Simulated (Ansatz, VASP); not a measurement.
HgTe: VASP beside Ansatz

The input POSCAR:

```
HgTe
1.0
    0.0000000000      3.2145000000      3.2145000000
    3.2145000000      0.0000000000      3.2145000000
    3.2145000000      3.2145000000      0.0000000000
Hg Te
1 1
Direct
    0.0000000000      0.0000000000      0.0000000000
    0.7500000000      0.7500000000      0.7500000000
```

File INCAR.step1:

```
SYSTEM = HgTe
  PREC = Accurate
  ENCUT = 520
  ISMEAR = -1
  SIGMA = 0.05
  LREAL = .False.
  LASPH = .True.
  NELM = 150
  LNONCOLLINEAR = .True.
  MAGMOM = 0 0 0 0 0 0
  LSORBIT = .True.
  GGA_COMPAT = .False.
  NBANDS = 30
  GGA = PE
  ALGO = Normal
  EDIFF = 1E-4
  LWAVE = .True.
  LCHARG = .False.
```

Contents of INCAR.step2:

```
SYSTEM = HgTe
  PREC = Accurate
  ENCUT = 520
  EDIFF = 1E-6
  ISMEAR = -1
  SIGMA = 0.05
  LREAL = .False.
  LASPH = .True.
  NELM = 150
  ALGO = Normal
  ISIF = 2
  LWAVE = .False.
  LCHARG = .False.
  LNONCOLLINEAR = .True.
  MAGMOM = 0 0 0 0 0 0
  LORBIT = 11
  LSORBIT = .True.
  GGA_COMPAT = .False.
  LORBMOM = .True.
  METAGGA = R2SCAN
  LMIXTAU = .True.
  NBANDS = 30
  ISTART = 1
```

File KPOINTS:

```
Automatic mesh
0
Gamma
  5 5 5
  0 0 0
```

File input.yaml:

```yaml
crystal:
  lattice:
    - [0.0, 3.2145, 3.2145]
    - [3.2145, 0.0, 3.2145]
    - [3.2145, 3.2145, 0.0]
  atoms:
    - { symbol: Hg, position: [0.0, 0.0, 0.0] }
    - { symbol: Te, position: [0.75, 0.75, 0.75] }
hamiltonian:
  xc: r2scan
  pseudopotentials: { kind: paw_fr }
magnetization:
  noncollinear: true
  spin_orbit: true
kpoints:
  mp_grid: { grid: [5, 5, 5] }
  band_path:
    path:
      - [[0.0, 0.0, 0.0], [0.5, 0.0, 0.5], [0.5, 0.25, 0.75], [0.375, 0.375, 0.75], [0.0, 0.0, 0.0], [0.5, 0.5, 0.5], [0.625, 0.25, 0.625], [0.5, 0.25, 0.75], [0.5, 0.5, 0.5], [0.375, 0.375, 0.75]]
      - [[0.625, 0.25, 0.625], [0.5, 0.0, 0.5]]
    npoints: 14
scf:
  occupations: { method: fermi_dirac, width: 0.05 }
  n_extra_bands: 6
output:
  forces: true
  stress: true
  eigenvalues: true
  fatbands: true
```

Alike in both runs: functional r2SCAN; k mesh 5 × 5 × 5; occupations fermi-dirac, width 0.05 eV; non-collinear spin, spin-orbit coupling.

```csv
,VASP,Ansatz
version,VASP 6.6.1,Ansatz 0.2.0
potentials or method,"VASP PAW PBE potentials, release 64 (Hg, Te)",Ansatz PAW
plane-wave cutoff (eV),520,500
valence electrons in the cell,18,36
task,single point,band structure
```

Ansatz gave:

- pressure (GPa): 2.8
- net moment per atom (μB): 0.00

Question: What did VASP give for the same quantities?

Answer: Pressure (GPa): 3.1; net moment per atom (μB): 0.00.

VASP's potentials were made for PBE, not for r2SCAN. The functional is the same, so the differences come from potentials, cutoffs and numerics. VASP's potentials hold 18 valence electrons a cell and Ansatz's 36, so a difference there can come from the potentials and not from the codes.
